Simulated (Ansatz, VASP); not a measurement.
# SnO2 in VASP and in Ansatz

```
Sn O
1.0
     2.79804    0.00000    0.00000
     0.00000    2.79804    0.00000
     0.00000    0.00000   38.17273
Sn O
2 4
Direct
  0.00000 0.00000 0.20633
  0.00000 0.00000 0.34380
  0.50000 0.50000 0.23771
  0.50000 0.50000 0.17521
  0.50000 0.50000 0.37492
  0.50000 0.50000 0.31242
```

Alike in both runs: functional PBE; dispersion D3(BJ); k mesh 6 × 6 × 1; occupations gaussian, width 0.1 eV; no spin polarisation.

Ansatz relaxed the structure, and its values are those at the end. VASP's run is a single point on that final structure, the one shown.

|  | VASP | Ansatz |
| --- | --- | --- |
| version | VASP 6.6.1 | Ansatz 0.2.0 |
| potentials or method | VASP PAW PBE potentials, release 64 (Sn_d, O), cutoff 520 eV | scalar-relativistic, plane waves, PAW |
| valence electrons in the cell | 52 | 52 |

|  | VASP | Ansatz | Ansatz less VASP |
| --- | --- | --- | --- |
| gap on the k mesh at the Fermi level (eV) | none | none | - |
| rms of the force components (eV/Å) | 0.020 | 0.008 | -0.0116 |

A gap of «none» marks a metal or a gap that the smearing closes. Ansatz's warnings: slab cell height set.

The k mesh is coarse, so the values compare programs but aren't converged.
